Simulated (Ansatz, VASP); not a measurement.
CuO in VASP and in Ansatz

```
Cu O
1.0
     2.33660   -1.73850    0.00000
     2.33660    1.73850    0.00000
    -0.76216    0.00000    5.06194
Cu O
2 2
Direct
  0.00000 0.50000 0.00000
  0.50000 0.00000 0.50000
  0.54830 0.45170 0.25000
  0.45170 0.54830 0.75000
```

Alike in both runs: task single point; functional r2SCAN; k mesh 7 × 7 × 4; occupations fermi-dirac, width 0.05 eV; collinear spin.

|  | VASP | Ansatz |
| --- | --- | --- |
| version | VASP 6.6.1 | Ansatz 0.2.0 |
| potentials or method | VASP PAW PBE potentials, release 64 (Cu, O), cutoff 520 eV | PAW, plane waves, scalar-relativistic |
| valence electrons in the cell | 34 | 50 |

Ansatz gave:

| Item | Value |
| --- | --- |
| pressure (GPa) | 0.8 |
| traceless stress, the component that is largest in VASP (GPa) | 3.14 |
| rms of the force components (eV/Å) | 0.116 |
| net moment per atom (μB) | 0.00 |
| size of the moment on the site where the two differ most (μB) | 0.54 |

Which values does VASP return?

Pressure (GPa): 1.2; traceless stress, the component that is largest in VASP (GPa): 2.76; rms of the force components (eV/Å): 0.078; net moment per atom (μB): 0.00; size of the moment on the site where the two differ most (μB): 0.00.

VASP's potentials were made for PBE, not for r2SCAN. Site moments also hang on the region over which each program counts them. Atom by atom the forces differ by 0.038 eV/Å (rms over components). VASP's potentials hold 34 valence electrons a cell and Ansatz's 50, so a difference there can come from the potentials and not from the codes. Ansatz's warnings: stability check not made.
